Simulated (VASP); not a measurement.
Sb:

```
Sb
1.0
     8.47916    0.00000    0.00000
    -4.23958    7.34317    0.00000
     0.00000    0.00000    3.49960
Sb
6
Direct
  0.32553 0.00000 0.50000
  0.00000 0.32553 0.83333
  0.67447 0.67447 0.16667
  0.67447 0.00000 0.50000
  0.00000 0.67447 0.83333
  0.32553 0.32553 0.16667
```

```yaml
Program: VASP 6.6.1
Task: relaxation of cell and atoms
Functional: PBE
Potentials_or_basis: VASP PAW PBE potentials, release 64 (Sb)
Cutoff: 600 eV
k_mesh: 6 × 6 × 10
Occupations: gaussian, width 0.1 eV
Spin: no spin polarisation
```

At the start: pressure 0.1 GPa; volume 36.32 Å³/atom.

Question: How do energy, volume and symmetry change on relaxing?

Answer: Over 14 steps the energy falls by 56.5 meV/atom and the volume is 36.19 Å³/atom (-0.4 %); space group P6_422 (No. 181, to 0.05 Å).

Step by step:
| step | energy change (eV) | largest force (eV/Å) | pressure (GPa) | volume (Å³) |
| --- | --- | --- | --- | --- |
| 1 | 0.0000 | 0.1550 | 0.11 | 217.90 |
| 2 | -0.2121 | 0.2199 | -0.38 | 218.51 |
| 3 | 0.1011 | 0.2310 | 0.35 | 218.10 |
| 4 | -0.2804 | 0.2179 | -0.48 | 218.76 |
| 5 | -0.2896 | 0.2176 | -0.53 | 218.74 |
| 6 | -0.3074 | 0.1882 | 0.32 | 214.41 |
| 7 | -0.3076 | 0.1829 | 0.42 | 213.89 |
| 8 | -0.3241 | 0.1202 | 0.43 | 214.08 |
| 9 | -0.3324 | 0.0100 | 0.50 | 214.33 |
| 10 | -0.3377 | 0.0125 | -0.24 | 218.49 |
| 11 | -0.3383 | 0.0112 | -0.06 | 217.44 |
| 12 | -0.3387 | 0.0109 | 0.00 | 217.18 |
| 13 | -0.3387 | 0.0110 | -0.01 | 217.20 |
| 14 | -0.3388 | 0.0065 | 0.01 | 217.13 |

Final structure:
```
Sb
1.0
     8.74671    0.00000    0.00000
    -4.37335    7.57487    0.00000
     0.00000    0.00000    3.27720
Sb
6
Direct
  0.33394 0.00000 0.50000
  0.00000 0.33394 0.83333
  0.66606 0.66606 0.16667
  0.66606 0.00000 0.50000
  0.00000 0.66606 0.83333
  0.33394 0.33394 0.16667
```
